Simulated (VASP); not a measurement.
Here is a VASP 6.6.1 calculation.

File INCAR:

```
PREC = Accurate ; ENCUT = 520
EDIFF = 1E-6 ; ISMEAR = 0
SIGMA = 0.15 ; LREAL = F
LASPH = T ; NELM = 80
ALGO = Normal ; ISIF = 2
LWAVE = F ; LCHARG = T
GGA = PE ; LELF = T
LVHAR = T ; NBANDS = 32
```

The input KPOINTS:

```
regular mesh
0
Gamma
  12 12 12
```

POSCAR

```
Sn3Se
1.0
    0.0000000000      3.7279542406      3.7279542406
    3.7279542406      0.0000000000      3.7279542406
    3.7279542406      3.7279542406      0.0000000000
Sn Se
3 1
Direct
    0.2500000000      0.2500000000      0.2500000000
    0.7500000000      0.7500000000      0.7500000000
    0.4865878182      0.4865878182      0.5134121818
    0.0000000000      0.0000000000      0.0000000000
```

Potentials or basis: VASP PAW PBE potentials, release 64 (Sn_d, Se).

Launch:

```console
$ cat potpaw_PBE.64/Sn_d/POTCAR potpaw_PBE.64/Se/POTCAR > POTCAR
$ mpirun -np 1 vasp_std > vasp.out
```

What does it give for the band gap on the k mesh?

Zero (bands 24 and 25 overlap by 2.15 eV).

Predict the largest force.

0.248 eV/Å.

Estimate the pressure.

0.2 GPa.

Stress tensor (GPa, compression positive):
```
0.26 0.00 0.00
0.00 0.26 0.00
0.00 0.00 0.16
```

Caveat: the cell differs from its parent crystal (atom 3 (Sn) moved -0.100 Å along Cartesian [0 0 1]); spin-orbit coupling is left out, which moves the levels of the heavy elements.
